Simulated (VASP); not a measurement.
Crystal: Zr.

```
Zr
1.0
     3.23200    0.00000    0.00000
    -1.61600    2.79899    0.00000
     0.00000    0.00000    5.14700
Zr
2
Direct
  0.33333 0.66667 0.25000
  0.66667 0.33333 0.75000
```

```yaml
Program: VASP 6.6.1
Task: relaxation of cell and atoms
Functional: LDA
Potentials_or_basis: VASP PAW LDA potentials, release 64 (Zr_sv)
Cutoff: 600 eV
k_mesh: 11 × 11 × 6
Occupations: fermi-dirac, width 0.1 eV
Spin: no spin polarisation
```

At the start: pressure -6.0 GPa; volume 23.28 Å³/atom.

Task: How do energy, volume and symmetry change on relaxing?

Result: Over 6 steps the energy falls by 29.1 meV/atom and the volume is 21.80 Å³/atom (-6.4 %); space group P6_3/mmc (No. 194, to 0.1 Å) before and after.

The path:
```csv
step,energy change (eV),largest force (eV/Å),pressure (GPa),volume (Å³)
1,0.0000,0.0000,-5.96,46.56
2,0.0018,0.0000,7.29,40.96
3,-0.0566,0.0000,-0.04,43.69
4,-0.0566,0.0000,0.09,43.64
5,-0.0578,0.0000,0.05,43.62
6,-0.0582,0.0000,0.04,43.60
```

Final structure:
```
CELL_PARAMETERS angstrom
3.14462 0.00000 0.00000
-1.57231 2.72332 0.00000
0.00000 0.00000 5.09067
ATOMIC_POSITIONS crystal
Zr 0.33333 0.66667 0.25000
Zr 0.66667 0.33333 0.75000
```
